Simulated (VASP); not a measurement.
## PbF2: single point with LDA

The system is PbF2.

```
CELL_PARAMETERS angstrom
0.00000 2.94992 2.94992
2.94992 0.00000 2.94992
2.94992 2.94992 0.00000
ATOMIC_POSITIONS crystal
Pb 0.00000 0.00000 0.00000
F 0.25000 0.25000 0.25000
F 0.75000 0.75000 0.75000
```

This cell differs from its parent crystal: volume scaled by 0.98.

```json
{
 "Program": "VASP 6.6.1",
 "Task": "single point",
 "Functional": "LDA",
 "Potentials or basis": "VASP PAW LDA potentials, release 64 (Pb_d, F)",
 "Cutoff": "520 eV",
 "k mesh": "7 × 7 × 7",
 "Occupations": "fermi-dirac, width 0.03 eV",
 "Spin": "no spin polarisation",
 "Dipole correction": "no",
 "Further INCAR settings": "ALGO = Normal; EDIFF = 1e-06; NBANDS = 21"
}
```

```json
{"Pressure": "-3.6 GPa", "Band gap on the k mesh": "4.25 eV, indirect (least direct gap 4.48 eV)"}
```

Levels at points of the mesh, in eV from the valence-band top:
```tsv
k point	band 10	band 11	band 12	band 13	band 14	band 15	band 16	band 17	band 18	band 19
(0.00, 0.00, 0.00)	-2.59	-2.59	-2.08	-2.08	-2.08	6.59	6.59	6.59	10.30	14.87
```

Wall time 9.9 s on 1 thread of AMD EPYC 9R45 96-Core Processor (Zen 5) (shared host), peak memory 0.13 GiB.

Caveat: spin-orbit coupling is left out, which moves the levels of the heavy elements. A k mesh can miss the band edges.
